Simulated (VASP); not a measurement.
# W4N (P-4m2) in VASP: single point with PBE

Aim: the single point of W4N with PBE.

All numbers are computed with VASP 6.6.1; they aren't measurements. Logs are shortened: lines on timing, memory, paths and dates and some standing lists are left out, and cuts for length are marked.

## 1. The cell of the first run

Symmetry: P-4m2, No. 115, tetragonal system. Conventional cell: a = 4.122 Å, b = 4.122 Å, c = 4.196 Å, α = 90.00°, β = 90.00°, γ = 90.00°. W (site symmetry -4m2) has 12 W at 2.80 to 3.09 Å and 8 N at 3.59 Å within 3.7 Å. Within 2.7 Å of W (site symmetry 2mm) lie 2 N at 2.07 Å. W (site symmetry 2mm) has 2 N at 2.07 Å within 2.7 Å. W (site symmetry -4m2) has 2 N at 2.10 Å and 4 W at 2.80 Å within 2.8 Å. N (site symmetry -4m2) has 6 W at 2.07 to 2.10 Å within 2.7 Å.

## 2. Single point, PBE

INCAR reads:

```
SYSTEM = W4N
PREC = Accurate
ENCUT = 520
EDIFF = 1E-7
ISMEAR = 0
SIGMA = 0.2
LREAL = .False.
LASPH = .True.
NELM = 100
ALGO = Normal
ISIF = 2
LWAVE = .False.
LCHARG = .True.
GGA = PE
LELF = .True.
LVHAR = .True.
NBANDS = 72
```

KPOINTS reads:

```
regular mesh
0
Gamma
  6 6 4
  0 0 0
```

POSCAR reads:

```
W4N
1.0
    0.0000000000      4.1217203384      0.0000000000
    0.0000000000      0.0000000000      4.1956198610
    8.2434406769      0.0000000000      0.0000000000
W N
8 2
Direct
    0.0000000000      0.0000000000      0.5000000000
    0.0000000000      0.0000000000      0.0000000000
    0.5000000000      0.5491051637      0.0000000000
    0.5000000000      0.5491051637      0.5000000000
    0.0000000000      0.4508948363      0.2500000000
    0.0000000000      0.4508948363      0.7500000000
    0.5000000000      0.0000000000      0.2500000000
    0.5000000000      0.0000000000      0.7500000000
    0.5000000000      0.5000000000      0.2500000000
    0.5000000000      0.5000000000      0.7500000000
```

Potentials or basis: VASP PAW PBE potentials, release 64 (W_sv, N).

Started as:

```
> cat potpaw_PBE.64/W_sv/POTCAR potpaw_PBE.64/N/POTCAR > POTCAR
> mpirun -np 1 vasp_std > vasp.out
```

OUTCAR:

```text
SYSTEM = W4N
   PREC = Accurate
   ENCUT = 520
   EDIFF = 1E-7
   ISMEAR = 0
   LREAL = .False.
   LASPH = .True.
   NELM = 100
   ISIF = 2
   GGA = PE

 ion  position               nearest neighbor table
   1  0.000  0.000  0.500-   4 2.80   4 2.80   6 2.80   5 2.80   8 2.91   7 2.91   7 2.91   8 2.91
                             4 3.09   4 3.09   5 3.09   6 3.09
   2  0.000  0.000  0.000-   3 2.80   3 2.80   6 2.80   5 2.80   8 2.91   7 2.91   7 2.91   8 2.91
                             3 3.09   3 3.09   5 3.09   6 3.09
   3  0.500  0.549  0.000-   9 2.07  10 2.07   2 2.80   2 2.80   8 2.80   7 2.80   6 2.94   5 2.94
                             5 2.94   6 2.94   2 3.09   2 3.09   7 3.09   8 3.09
   4  0.500  0.549  0.500-   9 2.07  10 2.07   1 2.80   1 2.80   8 2.80   7 2.80   6 2.94   5 2.94
                             5 2.94   6 2.94   1 3.09   1 3.09   7 3.09   8 3.09
   5  0.000  0.451  0.250-   9 2.07   9 2.07   7 2.80   7 2.80   1 2.80   2 2.80   3 2.94   4 2.94
                             3 2.94   4 2.94   7 3.09   7 3.09   1 3.09   2 3.09
   6  0.000  0.451  0.750-  10 2.07  10 2.07   8 2.80   8 2.80   1 2.80   2 2.80   3 2.94   4 2.94
                             3 2.94   4 2.94   8 3.09   8 3.09   1 3.09   2 3.09
   7  0.500  0.000  0.250-   9 2.10   9 2.10   5 2.80   5 2.80   3 2.80   4 2.80   1 2.91   1 2.91
                             2 2.91   2 2.91   5 3.09   5 3.09   3 3.09   4 3.09
   8  0.500  0.000  0.750-  10 2.10  10 2.10   6 2.80   6 2.80   3 2.80   4 2.80   1 2.91   1 2.91
                             2 2.91   2 2.91   6 3.09   6 3.09   3 3.09   4 3.09
   9  0.500  0.500  0.250-   5 2.07   5 2.07   3 2.07   4 2.07   7 2.10   7 2.10
  10  0.500  0.500  0.750-   6 2.07   6 2.07   3 2.07   4 2.07   8 2.10   8 2.10

  LATTYP: Found a simple orthorhombic cell.
 ALAT       =     4.1217203384
 B/A-ratio  =     1.0179292908
 C/A-ratio  =     2.0000000000

  Lattice vectors:

 A1 = (   0.0000000000,   4.1217203384,   0.0000000000)
 A2 = (   0.0000000000,   0.0000000000,   4.1956198610)
 A3 = (   8.2434406769,   0.0000000000,   0.0000000000)

Analysis of symmetry for initial positions (statically):
=====================================================================
 Subroutine PRICEL returns following result:

  LATTYP: Found a simple tetragonal cell.
 ALAT       =     4.1217203384
 C/A-ratio  =     1.0179292908

  Lattice vectors:

 A1 = (   0.0000000000,  -4.1217203384,   0.0000000000)
 A2 = (   4.1217203385,   0.0000000000,   0.0000000000)
 A3 = (   0.0000000000,   0.0000000000,   4.1956198610)

   2 primitive cells build up your supercell.

 Routine SETGRP: Setting up the symmetry group for a
 simple orthorhombic supercell.

 Subroutine GETGRP returns: Found  4 space group operations
 (whereof  4 operations were pure point group operations)
 out of a pool of  8 trial point group operations.

The static configuration has the point symmetry C_2v.

Analysis of symmetry for dynamics (positions and initial velocities):
=====================================================================
 Subroutine PRICEL returns following result:

  LATTYP: Found a simple tetragonal cell.
 ALAT       =     4.1217203384
 C/A-ratio  =     1.0179292908

  Lattice vectors:

 A1 = (   0.0000000000,  -4.1217203384,   0.0000000000)
 A2 = (   4.1217203385,   0.0000000000,   0.0000000000)
 A3 = (   0.0000000000,   0.0000000000,   4.1956198610)

   2 primitive cells build up your supercell.

 Routine SETGRP: Setting up the symmetry group for a
 simple orthorhombic supercell.

 Subroutine GETGRP returns: Found  4 space group operations
 (whereof  4 operations were pure point group operations)
 out of a pool of  8 trial point group operations.

The dynamic configuration has the point symmetry C_2v.

 Subroutine INISYM returns: Found  4 space group operations
 (whereof  4 operations are pure point group operations),
 and found     2 'primitive' translations

----------------------------------------------------------------------------------------

                                     Primitive cell

  volume of cell :      71.2776

  direct lattice vectors                    reciprocal lattice vectors
     0.000000000 -4.121720338  0.000000000     0.000000000 -0.242617140  0.000000000
     4.121720338  0.000000000  0.000000000     0.242617140  0.000000000  0.000000000
     0.000000000  0.000000000  4.195619861     0.000000000  0.000000000  0.238343805

  length of vectors
     4.121720338  4.121720338  4.195619861     0.242617140  0.242617140  0.238343805

  position of ions in fractional coordinates (direct lattice)
     0.000000000  0.000000000  0.000000000
     0.500000000  0.000000000  0.549105164
     0.000000000  0.500000000  0.450894836
     0.500000000  0.500000000  0.000000000
     0.500000000  0.500000000  0.500000000

  ion indices of the primitive-cell ions
   primitive index   ion index
                 1           1
                 2           4
                 3           5
                 4           7
                 5           9

----------------------------------------------------------------------------------------

 KPOINTS: regular mesh

Automatic generation of k-mesh.
 Grid dimensions read from file:
 generate k-points for:    6    6    4

 Generating k-lattice:

  Cartesian coordinates                     Fractional coordinates (reciprocal lattice)
     0.000000000  0.040436190  0.000000000     0.166666667  0.000000000  0.000000000
     0.000000000  0.000000000  0.039723967     0.000000000  0.166666667  0.000000000
     0.030327142  0.000000000  0.000000000     0.000000000  0.000000000  0.250000000

  Length of vectors
     0.040436190  0.039723967  0.030327142

  Shift w.r.t. Gamma in fractional coordinates (k-lattice)
     0.000000000  0.000000000  0.000000000

 Subroutine IBZKPT returns following result:
 ===========================================

 Found     48 irreducible k-points:

 Following reciprocal coordinates:
            Coordinates               Weight
  0.000000  0.000000  0.000000      1.000000
  0.166667  0.000000  0.000000      2.000000
  0.333333  0.000000  0.000000      2.000000
  0.500000  0.000000  0.000000      1.000000
  0.000000  0.166667  0.000000      2.000000
  0.166667  0.166667  0.000000      4.000000
[... 16 lines left out ...]
  0.333333  0.166667  0.250000      8.000000
  0.500000  0.166667  0.250000      4.000000
 [... further k-points ...]
   k-points           NKPTS =     48   k-points in BZ     NKDIM =     48   number of bands    NBANDS=     72
   number of dos      NEDOS =    301   number of ions     NIONS =     10
   total plane-waves  NPLWV =  65536
   dimension x,y,z NGX =    32 NGY =   32 NGZ =   64
   dimension x,y,z NGXF=    64 NGYF=   64 NGZF=  128
   ions per type =               8   2
   NGX,Y,Z   is equivalent  to a cutoff of  12.91, 12.68, 12.91 a.u.
   NGXF,Y,Z  is equivalent  to a cutoff of  25.81, 25.36, 25.81 a.u.
 SYSTEM =  W4N
   PREC   = accura    normal or accurate (medium, high low for compatibility)
   ISTART =      0    job   : 0-new  1-cont  2-samecut
   ICHARG =      2    charge: 1-file 2-atom 10-const
   ISPIN  =      1    spin polarized calculation?
   LNONCOLLINEAR =      F non collinear calculations
   LSORBIT =      F    spin-orbit coupling
   LASPH  =      T    aspherical Exc in radial PAW
   ENCUT  =  520.0 eV  38.22 Ry    6.18 a.u.   7.66  7.80 15.33*2*pi/ulx,y,z
   NELM   =    100;   NELMIN=  2; NELMDL= -5     # of ELM steps
   EDIFF  = 0.1E-06   stopping-criterion for ELM
   LREAL  =      F    real-space projection
   EDIFFG = 0.1E-05   stopping-criterion for IOM
   NSW    =      0    number of steps for IOM
   IBRION =     -1    ionic relax: 0-MD 1-quasi-New 2-CG
   NFREE  =      0    steps in history (QN), initial steepest desc. (CG)
   ISIF   =      2    stress and relaxation
   ISYM   =      2    0-nonsym 1-usesym 2-fastsym
   POTIM  = 0.5000    time-step for ionic-motion
   TEBEG  =    0.0;   TEEND  =   0.0 temperature during run
   PSTRESS=    0.0 pullay stress
   NELECT =     122.0000    total number of electrons
   NUPDOWN=      -1.0000    fix difference up-down
   EMIN   =  10.00;   EMAX   =-10.00  energy-range for DOS
   EFERMI =   0.00;   METHOD = LEGACY
   ISMEAR =     0;   SIGMA  =   0.20  broadening in eV -4-tet -1-fermi 0-gaus
   EFERMI_NEDOS =   21; number of points for ismear=-14 and -15
   IALGO  =     38    algorithm
   IMIX   =      4    mixing-type and parameters
     AMIX     =   0.40;   BMIX     =  1.00
     AMIX_MAG =   1.60;   BMIX_MAG =  1.00
  volume/ion in A,a.u.               =      14.26        96.20
  Fermi-wavevector in a.u.,A,eV,Ry     =   1.554296  2.937193 32.869443  2.415836
  Thomas-Fermi vector in A             =   2.658403
   LORBIT       =      0    0 simple, 1 ext, 2 COOP (PROOUT), +10 PAW based schemes
   GGA     = PE    functional components
   LHFCALC =     F    Hartree Fock is set to
   AEXX    =    0.0000 exact exchange contribution
   IVDW    =     0    specifies the selected vdW correction
   LEPSILON=     F    determine dielectric tensor
   LRPA    =     F    only Hartree local field effects (RPA)
 non-spin polarized calculation
 Gauss-broadening in eV      SIGMA  =   0.20
  energy-cutoff  :      520.00
  volume of cell :      142.56
 maximum number of plane-waves:      3876
 NGX is ok and might be reduce to    32
   NGX = 15   NGY = 15   NGZ = 31

 number of electron     122.0000009 magnetization

 Free energy of the ion-electron system (eV)
  ---------------------------------------------------
  ext. energy  EPLUGINS =         0.00000000
  ---------------------------------------------------
  free energy    TOTEN  =      -119.21179674 eV

  energy without entropy =     -119.07757719  energy(sigma->0) =     -119.14468697

 E-fermi :  10.6986     XC(G=0): -13.4121

 val. band max:       10.6973494672   @ k =   0.3333   0.3333   0.2500
 cond. band min:      10.7003784071   @ k =   0.1667   0.1667   0.2500
 fundamental gap:      0.0030289398
 Fermi energy:        10.6985897130

 k-point     1 :       0.0000    0.0000    0.0000
  band No.  band energies     occupation
      1     -63.3803      2.00000
      2     -63.3621      2.00000
      3     -63.2740      2.00000
      4     -63.2735      2.00000
      5     -63.2567      2.00000
      6     -63.2433      2.00000
[... 64 lines left out ...]
     71      14.3666      0.00000
     72      14.3667      0.00000

 k-point     2 :       0.1667    0.0000    0.0000
  band No.  band energies     occupation
      1     -63.3763      2.00000
      2     -63.3599      2.00000
      3     -63.2731      2.00000
      4     -63.2731      2.00000
      5     -63.2588      2.00000
      6     -63.2467      2.00000
[... 64 lines left out ...]
     71      13.6762      0.00000
     72      14.1828      0.00000

 k-point     3 :       0.3333    0.0000    0.0000
  band No.  band energies     occupation
      1     -63.3675      2.00000
      2     -63.3551      2.00000
      3     -63.2716      2.00000
      4     -63.2712      2.00000
      5     -63.2634      2.00000
      6     -63.2549      2.00000
[... 1564 lines left out ...]
     71      13.8036      0.00000
     72      14.0599      0.00000

 k-point    24 :       0.5000    0.1667    0.2500
  band No.  band energies     occupation
      1     -63.3598      2.00000
      2     -63.3539      2.00000
      3     -63.2690      2.00000
      4     -63.2687      2.00000
      5     -63.2664      2.00000
      6     -63.2632      2.00000
[... 64 lines left out ...]
     71      13.5199      0.00000
     72      13.5584      0.00000

 [... further k-points ...]
[... 5 lines left out ...]
  --------------------------------------------------------------------------------------
  -------------------------------------------------------------------------------------
  Total        0.9077073      0.8067507      0.5658281      0.0000000      0.0000000      0.0000000
  in kB       10.2017159      9.0670654      6.3593385      0.0000000      0.0000000      0.0000000
  external PRESSURE =       8.5427066 kB  Pullay stress =       0.0000000 kB

 VOLUME and BASIS-vectors are now :
 -----------------------------------------------------------------------------
  energy-cutoff  :      520.00
  volume of cell :      142.56
      direct lattice vectors                 reciprocal lattice vectors
     0.000000000  4.121720338  0.000000000     0.000000000  0.242617140  0.000000000
     0.000000000  0.000000000  4.195619861     0.000000000  0.000000000  0.238343805
     8.243440677  0.000000000  0.000000000     0.121308570  0.000000000  0.000000000

 POSITION                                       TOTAL-FORCE (eV/Angst)
 -----------------------------------------------------------------------------------
      4.12172      0.00000      0.00000        -0.000000      0.000000      0.019762
      0.00000      0.00000      0.00000        -0.000000      0.000000      0.019762
      0.00000      2.06086      2.30384        -0.000000      0.000000      0.016780
      4.12172      2.06086      2.30384        -0.000000      0.000000      0.016780
      2.06086      0.00000      1.89178         0.000000      0.000000      0.017478
      6.18258      0.00000      1.89178         0.000000      0.000000      0.017478
      2.06086      2.06086      0.00000        -0.000000      0.000000     -0.050592
      6.18258      2.06086      0.00000        -0.000000      0.000000     -0.050592
      2.06086      2.06086      2.09781        -0.000000     -0.000000     -0.003428
      6.18258      2.06086      2.09781        -0.000000     -0.000000     -0.003428
 -----------------------------------------------------------------------------------
    total drift:                                0.000000      0.000000     -0.000066

  FREE ENERGIE OF THE ION-ELECTRON SYSTEM (eV)
  ---------------------------------------------------
  free  energy   TOTEN  =      -119.2117967412 eV

  energy  without entropy=     -119.0775771921  energy(sigma->0) =     -119.14468697
```

Run time: 11 min. Hardware: 1 thread of Oxide Virtual Turin-like, shared host; peak memory 0.43 GiB.

Results:

| Property | Result |
| --- | --- |
| Free energy | -119.2118 eV |
| Pressure | 0.9 GPa |
| Largest force | 0.051 eV/Å |
| Band gap on the k mesh | zero (band 61 reaches 11.76 eV, above the bottom of band 62 at 10.26 eV) |

Forces in eV/Å, atoms in the order of the input:
```
W    0.000  0.000  0.020
W    0.000  0.000  0.020
W    0.000  0.000  0.017
W    0.000  0.000  0.017
W    0.000  0.000  0.017
W    0.000  0.000  0.017
W    0.000  0.000 -0.051
W    0.000  0.000 -0.051
N    0.000  0.000 -0.003
N    0.000  0.000 -0.003
```

Caveat: spin-orbit coupling is left out, which moves the levels of the heavy elements.
